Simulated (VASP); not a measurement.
Runs of VASP 6.6.1 on Gd. The structure is that of space group Im-3m (No. 229), or close to it. The cells are those of the table. This isn't the form of Gd at room conditions, which is hcp.

```csv
cell,cutoff (eV),k mesh for the DOS,occupations for the DOS,gap on the mesh (eV),pressure (GPa),moment (μB)
"a = 3.427 Å, angles 109.5°, 1 atom",600,-,-,none,(b),7.60
"a = 3.246 Å, angles 109.5°, 1 atom",600,-,-,none,7.6,(a)
"a = 3.368 Å, angles 109.5°, 1 atom",600,-,-,none,2.1,7.59
"a = 3.427 Å, angles 109.5°, 1 atom",520,21 × 21 × 21,tetrahedron,-,-,7.60
```

Alike in all rows: task single point; level PBEsol; potentials or basis VASP PAW PBE potentials, release 64 (Gd); spin collinear, ferromagnetic start; k mesh 14 × 14 × 14; smearing fermi-dirac 0.08 eV.

Problem. Fill in the values left out.

Solution. (a) 7.57; (b) 0.4.

Caveats: the PAW data sets were made with another functional, which shifts forces and pressure a little; spin-orbit coupling is left out, which moves the levels of the heavy elements; semilocal functionals describe open f shells poorly, which spoils levels, moments and volumes; the cell stands under pressure (at least some runs); tetrahedron occupations give inexact forces and stress in metals (at least some runs).

A k mesh can miss the band edges, and the runs leave out spin-orbit coupling on Gd.

A gap of «none» marks levels without a gap at the run's occupations.
